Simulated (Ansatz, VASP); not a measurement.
# AlFe3: VASP beside Ansatz

File INCAR:

```
  PREC = Accurate
  ENCUT = 520
  EDIFF = 1E-6
  ISMEAR = -1
  SIGMA = 0.1
  LREAL = F
  LASPH = T
  NELM = 150
  ALGO = Normal
  ISIF = 2
  LWAVE = F
  LCHARG = F
  ISPIN = 2
  MAGMOM = 0 4.5 4.5 4.5
  LORBIT = 11
  LMAXMIX = 4
  GGA = PS
  NBANDS = 26
```

File KPOINTS:

```
Automatic mesh
0
Gamma
  8 8 8
```

File POSCAR:

```
AlFe3
1.0
    3.6392911100      0.0000000000      0.0000000000
    0.0000000000      3.6392911100      0.0000000000
    0.0000000000      0.0000000000      3.6392911100
Al Fe
1 3
Direct
    0.0000000000      0.0000000000      0.0000000000
    0.0000000000      0.5000000000      0.5000000000
    0.5000000000      0.0000000000      0.5000000000
    0.5000000000      0.5000000000      0.0000000000
```

Input for Ansatz:

```yaml
crystal:
  lattice:
    - [3.63929111, 0.0, 0.0]
    - [0.0, 3.63929111, 0.0]
    - [0.0, 0.0, 3.63929111]
  atoms:
    - { symbol: Al, position: [0.0, 0.0, 0.0], spin: 0.0 }
    - { symbol: Fe, position: [0.0, 0.5, 0.5], spin: 4.5 }
    - { symbol: Fe, position: [0.5, 0.0, 0.5], spin: 4.5 }
    - { symbol: Fe, position: [0.5, 0.5, 0.0], spin: 4.5 }
kpoints:
  mp_grid:
    grid: [8, 8, 8]
hamiltonian:
  xc: pbesol
magnetization:
  spin_polarized: true
scf:
  occupations:
    method: fermi_dirac
    width: 0.1
```

Alike in both runs: task single point; functional PBEsol; k mesh 8 × 8 × 8; occupations fermi-dirac, width 0.1 eV; collinear spin.

```csv
,VASP,Ansatz
version,VASP 6.6.1,Ansatz 0.2.0
potentials or method,"VASP PAW PBE potentials, release 64 (Al, Fe)","plane waves, PAW"
plane-wave cutoff (eV),520,420
valence electrons in the cell,27,51
```

Ansatz gave:

* net moment per atom (μB): 1.69
* size of the moment on the site where the two differ most (μB): 0.10

Problem. What did VASP give for the same quantities?

Solution. net moment per atom (μB): 1.69; size of the moment on the site where the two differ most (μB): 0.08.

VASP's potentials were made for PBE, not for PBEsol. Site moments also hang on the region over which each program counts them. VASP's potentials hold 27 valence electrons a cell and Ansatz's 51, so a difference there can come from the potentials and not from the codes. Ansatz's warnings: given moment on shells.
